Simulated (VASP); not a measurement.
A run of VASP 6.6.1 is set up as follows.

POSCAR

```
Co
1.0
    0.0000000000      1.7917000000      1.7917000000
    1.7917000000      0.0000000000      1.7917000000
    1.7917000000      1.7917000000      0.0000000000
Co
1
Direct
    0.0000000000      0.0000000000      0.0000000000
```

The input INCAR.step1:

```
  PREC = Accurate
  ENCUT = 520
  ISMEAR = 0
  SIGMA = 0.1
  LREAL = F
  LASPH = T
  NELM = 150
  ISPIN = 2
  MAGMOM = 3.2
  NUPDOWN = 3.2
  LMAXMIX = 4
  NBANDS = 14
  GGA = PE
  ALGO = Normal
  EDIFF = 1E-4
  LWAVE = T
  LCHARG = F
```

The input INCAR.step2:

```
  PREC = Accurate
  ENCUT = 520
  EDIFF = 1E-6
  ISMEAR = 0
  SIGMA = 0.1
  LREAL = F
  LASPH = T
  NELM = 150
  ALGO = Normal
  ISIF = 2
  LWAVE = F
  LCHARG = F
  ISPIN = 2
  MAGMOM = 3.2
  LORBIT = 11
  NUPDOWN = 3.2
  LMAXMIX = 4
  METAGGA = R2SCAN
  LMIXTAU = T
  NBANDS = 14
  ISTART = 1
```

The input KPOINTS:

```
Automatic mesh
0
Gamma
  14 14 14
```

Potentials or basis: VASP PAW PBE potentials, release 64 (Co).

Launch:

```console
$ cat potpaw_PBE.64/Co/POTCAR > POTCAR
$ cp INCAR.step1 INCAR
$ mpirun -np 1 vasp_std > vasp.out
$ cp INCAR.step2 INCAR
$ mpirun -np 1 vasp_std > vasp.out
```

Q: Predict the pressure.

A: 30.3 GPa.

Caveat: the PAW data sets were made with another functional, which shifts forces and pressure a little; the total moment is fixed, so each spin has its own Fermi level.
